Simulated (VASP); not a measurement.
Here is a VASP 6.6.1 calculation.

File INCAR:

```
PREC = Accurate ; ENCUT = 600
EDIFF = 1E-6 ; ISMEAR = 0
SIGMA = 0.01 ; LREAL = Auto
LASPH = True ; NELM = 200
ALGO = Normal ; ISIF = 2
LWAVE = False ; LCHARG = False
GGA = PE ; NBANDS = 208
GGA_COMPAT = False ; LMAXMIX = 6
```

KPOINTS

```
regular mesh
0
Gamma
  1 1 2
```

File POSCAR:

```
La2O3
1.0
   11.8217180592     -0.0000000912      0.0000000000
   -5.9108589506     10.2379082013      0.0000000000
    0.0000000000      0.0000000000      6.1878594200
La O
18 27
Direct
    0.2222222222      0.1111111111      0.7526292200
    0.1111111111      0.2222222222      0.2473707800
    0.2222222222      0.4444444444      0.7526292200
    0.1111111111      0.5555555556      0.2473707800
    0.2222222222      0.7777777778      0.7526292200
    0.1111111111      0.8888888889      0.2473707800
    0.5555555556      0.1111111111      0.7526292200
    0.4444444444      0.2222222222      0.2473707800
    0.5555555556      0.4444444444      0.7526292200
    0.4444444444      0.5555555556      0.2473707800
    0.5555555556      0.7777777778      0.7526292200
    0.4444444444      0.8888888889      0.2473707800
    0.8888888889      0.1111111111      0.7526292200
    0.7777777778      0.2222222222      0.2473707800
    0.8888888889      0.4444444444      0.7526292200
    0.7777777778      0.5555555556      0.2473707800
    0.8888888889      0.7777777778      0.7526292200
    0.7777777778      0.8888888889      0.2473707800
    0.2222222222      0.1111111111      0.3546877200
    0.1111111111      0.2222222222      0.6453122800
    0.0000000000      0.0000000000      0.0000000000
    0.2222222222      0.4444444444      0.3546877200
    0.1111111111      0.5555555556      0.6453122800
    0.0000000000      0.3333333333      0.0000000000
    0.2222222222      0.7777777778      0.3546877200
    0.1111111111      0.8888888889      0.6453122800
    0.0000000000      0.6666666667      0.0000000000
    0.5555555556      0.1111111111      0.3546877200
    0.4444444444      0.2222222222      0.6453122800
    0.3333333333      0.0000000000      0.0000000000
    0.5555555556      0.4444444444      0.3546877200
    0.4444444444      0.5555555556      0.6453122800
    0.3333333333      0.3333333333      0.0000000000
    0.5555555556      0.7777777778      0.3546877200
    0.4444444444      0.8888888889      0.6453122800
    0.3333333333      0.6666666667      0.0000000000
    0.8888888889      0.1111111111      0.3546877200
    0.7777777778      0.2222222222      0.6453122800
    0.6666666667      0.0000000000      0.0000000000
    0.8888888889      0.4444444444      0.3546877200
    0.7777777778      0.5555555556      0.6453122800
    0.6666666667      0.3333333333      0.0000000000
    0.8888888889      0.7777777778      0.3546877200
    0.7777777778      0.8888888889      0.6453122800
    0.6666666667      0.6666666667      0.0000000000
```

Potentials or basis: VASP PAW PBE potentials, release 64 (La, O).

The run is started by

```sh
$ cat potpaw_PBE.64/La/POTCAR potpaw_PBE.64/O/POTCAR > POTCAR
$ mpirun -np 1 vasp_std > vasp.out
```

Estimate the band gap on the k mesh.

3.93 eV.

Predict the largest force.

0.037 eV/Å.

Estimate the pressure.

-0.5 GPa.

Stress tensor (GPa, compression positive):
```
-0.56  0.00  0.00
 0.00 -0.56  0.00
 0.00  0.00 -0.33
```

Caveat: the k points lie up to 0.61 Å⁻¹ apart; spin-orbit coupling is left out, which moves the levels of the heavy elements. A k mesh can miss the band edges.
